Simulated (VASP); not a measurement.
# NbTe (P-6m2) in VASP: single point with r2SCAN

Aim: the single point of NbTe with r2SCAN.

All numbers are computed with VASP 6.6.1; they aren't measurements. Logs are shortened: lines on timing, memory, paths and dates and some standing lists are left out, and cuts for length are marked.

### Step 1. The cell of the first run

The structure is hexagonal, space group P-6m2 (No. 187). The conventional cell has a = 3.703 Å, b = 3.703 Å, c = 3.694 Å, α = 90.00°, β = 90.00°, γ = 120.00°. Within 3.8 Å of Nb (site symmetry -6m2) lie 6 Te at 2.83 Å and 8 Nb at 3.69 to 3.70 Å. Te (site symmetry -6m2) has 6 Nb at 2.83 Å and 8 Te at 3.69 to 3.70 Å within 3.8 Å.

### Step 2. Single point, r2SCAN

POSCAR reads:

```
NbTe
1.0
    3.7029743866      0.0000000000      0.0000000000
   -1.8514871933      3.2068698884      0.0000000000
    0.0000000000      0.0000000000      3.6942110000
Nb Te
1 1
Direct
    0.0000000000      0.0000000000      0.5000000000
    0.6666666667      0.3333333333      0.0000000000
```

INCAR.step1 reads:

```
SYSTEM = NbTe
PREC     = Accurate       ! precision mode
ENCUT    = 520            ! plane-wave cutoff, eV
ISMEAR   = 0              ! smearing method
SIGMA    = 0.15           ! smearing width, eV
LREAL    = .False.        ! projectors in reciprocal space
LASPH    = .True.         ! aspherical terms in the spheres
NELM     = 100            ! most SCF steps
NBANDS   = 16             ! bands
GGA      = PE             ! functional
ALGO     = Normal         ! electronic algorithm
EDIFF    = 1E-4           ! SCF threshold, eV
LWAVE    = .True.         ! write WAVECAR
LCHARG   = .False.        ! write CHGCAR
```

INCAR.step2 reads:

```
SYSTEM = NbTe
PREC     = Accurate       ! precision mode
ENCUT    = 520            ! plane-wave cutoff, eV
EDIFF    = 1E-6           ! SCF threshold, eV
ISMEAR   = 0              ! smearing method
SIGMA    = 0.15           ! smearing width, eV
LREAL    = .False.        ! projectors in reciprocal space
LASPH    = .True.         ! aspherical terms in the spheres
NELM     = 100            ! most SCF steps
ALGO     = Normal         ! electronic algorithm
ISIF     = 2              ! what is computed and relaxed
LWAVE    = .False.        ! write WAVECAR
LCHARG   = .False.        ! write CHGCAR
METAGGA  = R2SCAN         ! meta-GGA
LMIXTAU  = .True.       
NBANDS   = 16             ! bands
ISTART   = 1
```

KPOINTS reads:

```
Automatic mesh
0
Gamma
  15 15 14
  0 0 0
```

Potentials or basis: VASP PAW PBE potentials, release 64 (Nb_sv, Te).

Started as:

```bash
> cat potpaw_PBE.64/Nb_sv/POTCAR potpaw_PBE.64/Te/POTCAR > POTCAR
> cp INCAR.step1 INCAR
> mpirun -np 1 vasp_std > vasp.out
> cp INCAR.step2 INCAR
> mpirun -np 1 vasp_std > vasp.out
```

OUTCAR:

```text
SYSTEM = NbTe
   PREC = Accurate
   ENCUT = 520
   EDIFF = 1E-6
   ISMEAR = 0
   LREAL = .False.
   LASPH = .True.
   NELM = 100
   ISIF = 2
   METAGGA = R2SCAN
   ISTART = 1

 ion  position               nearest neighbor table
   1  0.000  0.000  0.500-   2 2.83   2 2.83   2 2.83   2 2.83   2 2.83   2 2.83
   2  0.667  0.333  0.000-   1 2.83   1 2.83   1 2.83   1 2.83   1 2.83   1 2.83

  LATTYP: Found a hexagonal cell.
 ALAT       =     3.7029743866
 C/A-ratio  =     0.9976334196

  Lattice vectors:

 A1 = (   3.7029743866,   0.0000000000,   0.0000000000)
 A2 = (  -1.8514871933,   3.2068698884,   0.0000000000)
 A3 = (   0.0000000000,   0.0000000000,   3.6942110000)

Analysis of symmetry for initial positions (statically):
=====================================================================
 Subroutine PRICEL returns:
 Original cell was already a primitive cell.

 Routine SETGRP: Setting up the symmetry group for a
 hexagonal supercell.

 Subroutine GETGRP returns: Found 12 space group operations
 (whereof 12 operations were pure point group operations)
 out of a pool of 24 trial point group operations.

The static configuration has the point symmetry D_3h.

Analysis of symmetry for dynamics (positions and initial velocities):
=====================================================================
 Subroutine PRICEL returns:
 Original cell was already a primitive cell.

 Routine SETGRP: Setting up the symmetry group for a
 hexagonal supercell.

 Subroutine GETGRP returns: Found 12 space group operations
 (whereof 12 operations were pure point group operations)
 out of a pool of 24 trial point group operations.

The dynamic configuration has the point symmetry D_3h.

 Subroutine INISYM returns: Found 12 space group operations
 (whereof 12 operations are pure point group operations),
 and found     1 'primitive' translations

----------------------------------------------------------------------------------------

                                     Primitive cell

  volume of cell :      43.8686

  direct lattice vectors                    reciprocal lattice vectors
     3.702974387  0.000000000  0.000000000     0.270053178  0.155915275  0.000000000
    -1.851487193  3.206869888  0.000000000     0.000000000  0.311830550  0.000000000
     0.000000000  0.000000000  3.694211000     0.000000000  0.000000000  0.270693796

  length of vectors
     3.702974387  3.702974387  3.694211000     0.311830550  0.311830550  0.270693796

  position of ions in fractional coordinates (direct lattice)
     0.000000000  0.000000000  0.500000000
     0.666666667  0.333333333  0.000000000

  ion indices of the primitive-cell ions
   primitive index   ion index
                 1           1
                 2           2

----------------------------------------------------------------------------------------

 KPOINTS: Automatic mesh

Automatic generation of k-mesh.
 Grid dimensions read from file:
 generate k-points for:   15   15   14

 Generating k-lattice:

  Cartesian coordinates                     Fractional coordinates (reciprocal lattice)
     0.018003545  0.010394352  0.000000000     0.066666667  0.000000000  0.000000000
     0.000000000  0.020788703  0.000000000     0.000000000  0.066666667  0.000000000
     0.000000000  0.000000000  0.019335271     0.000000000  0.000000000  0.071428571

  Length of vectors
     0.020788703  0.020788703  0.019335271

  Shift w.r.t. Gamma in fractional coordinates (k-lattice)
     0.000000000  0.000000000  0.000000000

 Subroutine IBZKPT returns following result:
 ===========================================

 Found    216 irreducible k-points:

 Following reciprocal coordinates:
            Coordinates               Weight
  0.000000  0.000000  0.000000      1.000000
  0.066667  0.000000  0.000000      6.000000
  0.133333 -0.000000  0.000000      6.000000
  0.200000 -0.000000  0.000000      6.000000
  0.266667 -0.000000  0.000000      6.000000
  0.333333  0.000000  0.000000      6.000000
[... 16 lines left out ...]
  0.333333  0.200000  0.000000     12.000000
  0.400000  0.200000  0.000000      6.000000
 [... further k-points ...]
   k-points           NKPTS =    216   k-points in BZ     NKDIM =    216   number of bands    NBANDS=     16
   number of dos      NEDOS =    301   number of ions     NIONS =      2
   total plane-waves  NPLWV =  21952
   dimension x,y,z NGX =    28 NGY =   28 NGZ =   28
   dimension x,y,z NGXF=    56 NGYF=   56 NGZF=   56
   ions per type =               1   1
   NGX,Y,Z   is equivalent  to a cutoff of  12.57, 12.57, 12.60 a.u.
   NGXF,Y,Z  is equivalent  to a cutoff of  25.14, 25.14, 25.20 a.u.
 SYSTEM =  NbTe
   PREC   = accura    normal or accurate (medium, high low for compatibility)
   ISTART =      1    job   : 0-new  1-cont  2-samecut
   ICHARG =      0    charge: 1-file 2-atom 10-const
   ISPIN  =      1    spin polarized calculation?
   LNONCOLLINEAR =      F non collinear calculations
   LSORBIT =      F    spin-orbit coupling
   LASPH  =      T    aspherical Exc in radial PAW
   ENCUT  =  520.0 eV  38.22 Ry    6.18 a.u.   6.89  6.89  6.87*2*pi/ulx,y,z
   NELM   =    100;   NELMIN=  2; NELMDL=  0     # of ELM steps
   EDIFF  = 0.1E-05   stopping-criterion for ELM
   LREAL  =      F    real-space projection
   EDIFFG = 0.1E-04   stopping-criterion for IOM
   NSW    =      0    number of steps for IOM
   IBRION =     -1    ionic relax: 0-MD 1-quasi-New 2-CG
   NFREE  =      0    steps in history (QN), initial steepest desc. (CG)
   ISIF   =      2    stress and relaxation
   ISYM   =      2    0-nonsym 1-usesym 2-fastsym
   POTIM  = 0.5000    time-step for ionic-motion
   TEBEG  =    0.0;   TEEND  =   0.0 temperature during run
   PSTRESS=    0.0 pullay stress
   NELECT =      19.0000    total number of electrons
   NUPDOWN=      -1.0000    fix difference up-down
   EMIN   =  10.00;   EMAX   =-10.00  energy-range for DOS
   EFERMI =   0.00;   METHOD = LEGACY
   ISMEAR =     0;   SIGMA  =   0.15  broadening in eV -4-tet -1-fermi 0-gaus
   EFERMI_NEDOS =   21; number of points for ismear=-14 and -15
   IALGO  =     38    algorithm
   IMIX   =      4    mixing-type and parameters
     AMIX     =   0.40;   BMIX     =  1.00
     AMIX_MAG =   1.60;   BMIX_MAG =  1.00
  volume/ion in A,a.u.               =      21.93       148.02
  Fermi-wavevector in a.u.,A,eV,Ry     =   1.238630  2.340671 20.874103  1.534203
  Thomas-Fermi vector in A             =   2.373147
   LORBIT       =      0    0 simple, 1 ext, 2 COOP (PROOUT), +10 PAW based schemes
   METAGGA = R2SCAN    functional components
   LHFCALC =     F    Hartree Fock is set to
   AEXX    =    0.0000 exact exchange contribution
   IVDW    =     0    specifies the selected vdW correction
   LEPSILON=     F    determine dielectric tensor
   LRPA    =     F    only Hartree local field effects (RPA)
 non-spin polarized calculation
 Gauss-broadening in eV      SIGMA  =   0.15
  energy-cutoff  :      520.00
  volume of cell :       43.87
 maximum number of plane-waves:      1200
 NGX is ok and might be reduce to    28
   NGX = 13   NGY = 13   NGZ = 13

 number of electron      18.9999998 magnetization

 Free energy of the ion-electron system (eV)
  ---------------------------------------------------
  ext. energy  EPLUGINS =         0.00000000
  ---------------------------------------------------
  free energy    TOTEN  =       -50.67066969 eV

  energy without entropy =      -50.65601194  energy(sigma->0) =      -50.66334082

 E-fermi :  11.0501     XC(G=0): -11.9993

 val. band max:       11.0488841622   @ k =   0.0667   0.0000   0.0714
 cond. band min:      11.0508851741   @ k =   0.2667   0.0667   0.2857
 fundamental gap:      0.0020010118
 Fermi energy:        11.0500926529

 k-point     1 :       0.0000    0.0000    0.0000
  band No.  band energies     occupation
      1     -46.4153      2.00000
      2     -21.9031      2.00000
      3     -21.7150      2.00000
      4     -21.7150      2.00000
      5      -3.8248      2.00000
      6       7.6937      2.00000
[... 8 lines left out ...]
     15      17.4909      0.00000
     16      18.4109      0.00000

 k-point     2 :       0.0667    0.0000    0.0000
  band No.  band energies     occupation
      1     -46.4149      2.00000
      2     -21.9020      2.00000
      3     -21.7214      2.00000
      4     -21.7165      2.00000
      5      -3.7674      2.00000
      6       7.4156      2.00000
[... 8 lines left out ...]
     15      17.3427      0.00000
     16      18.6540      0.00000

 k-point     3 :       0.1333   -0.0000    0.0000
  band No.  band energies     occupation
      1     -46.4136      2.00000
      2     -21.8990      2.00000
      3     -21.7393      2.00000
      4     -21.7207      2.00000
      5      -3.5992      2.00000
      6       6.8172      2.00000
[... 8 lines left out ...]
     15      17.3211      0.00000
     16      19.3085      0.00000

 k-point     4 :       0.2000   -0.0000    0.0000
  band No.  band energies     occupation
      1     -46.4119      2.00000
      2     -21.8945      2.00000
      3     -21.7656      2.00000
      4     -21.7269      2.00000
      5      -3.3336      2.00000
      6       6.0599      2.00000
[... 8 lines left out ...]
     15      17.8059      0.00000
     16      19.7986      0.00000
[... 324 lines left out ...]
 k-point    22 :       0.2667    0.2000    0.0000
  band No.  band energies     occupation
      1     -46.4059      2.00000
      2     -21.8798      2.00000
      3     -21.8321      2.00000
      4     -21.7675      2.00000
      5      -2.2295      2.00000
      6       4.2830      2.00000
[... 8 lines left out ...]
     15      19.3022      0.00000
     16      19.8287      0.00000

 k-point    23 :       0.3333    0.2000    0.0000
  band No.  band energies     occupation
      1     -46.4049      2.00000
      2     -21.8773      2.00000
      3     -21.8408      2.00000
      4     -21.7764      2.00000
      5      -1.9930      2.00000
      6       3.9956      2.00000
[... 8 lines left out ...]
     15      19.0839      0.00000
     16      19.8236      0.00000

 k-point    24 :       0.4000    0.2000    0.0000
  band No.  band energies     occupation
      1     -46.4046      2.00000
      2     -21.8764      2.00000
      3     -21.8437      2.00000
      4     -21.7797      2.00000
      5      -1.9033      2.00000
      6       3.8886      2.00000
[... 8 lines left out ...]
     15      18.8828      0.00000
     16      19.8520      0.00000

 [... further k-points ...]

------------------------ aborting loop because EDIFF is reached ----------------------------------------

  FORCE on cell =-STRESS in cart. coord.  units (eV):
  Direction    XX          YY          ZZ          XY          YZ          ZX
  --------------------------------------------------------------------------------------
  -------------------------------------------------------------------------------------
  Total       -0.4151356     -0.4151356     -0.4496622     -0.0000000     -0.0000000      0.0000000
  in kB      -15.1616627    -15.1616627    -16.4226480     -0.0000000     -0.0000000      0.0000000
  external PRESSURE =     -15.5819912 kB  Pullay stress =       0.0000000 kB

 VOLUME and BASIS-vectors are now :
 -----------------------------------------------------------------------------
  energy-cutoff  :      520.00
  volume of cell :       43.87
      direct lattice vectors                 reciprocal lattice vectors
     3.702974387  0.000000000  0.000000000     0.270053178  0.155915275  0.000000000
    -1.851487193  3.206869888  0.000000000     0.000000000  0.311830550  0.000000000
     0.000000000  0.000000000  3.694211000     0.000000000  0.000000000  0.270693796

 POSITION                                       TOTAL-FORCE (eV/Angst)
 -----------------------------------------------------------------------------------
      0.00000      0.00000      1.84711         0.000000      0.000000      0.000000
      1.85149      1.06896      0.00000        -0.000000      0.000000      0.000000
 -----------------------------------------------------------------------------------
    total drift:                               -0.000000      0.000000     -0.000000

  FREE ENERGIE OF THE ION-ELECTRON SYSTEM (eV)
  ---------------------------------------------------
  free  energy   TOTEN  =       -50.6706696941 eV

  energy  without entropy=      -50.6560119372  energy(sigma->0) =      -50.66334082
```

Run time: 5 min. Hardware: 1 thread of Intel Xeon 6975P-C (Granite Rapids), shared host; peak memory 0.29 GiB.

What came out:

```yaml
Free_energy: -50.6707 eV
Pressure: -1.6 GPa
Band_gap_on_the_k_mesh: zero (an odd number of electrons rules out a gap without spin polarisation)
```

Stress tensor (GPa, compression positive):
```
-1.52  0.00  0.00
 0.00 -1.52  0.00
 0.00  0.00 -1.64
```

Caveat: the PAW data sets were made with another functional, which shifts forces and pressure a little; spin-orbit coupling is left out, which moves the levels of the heavy elements.
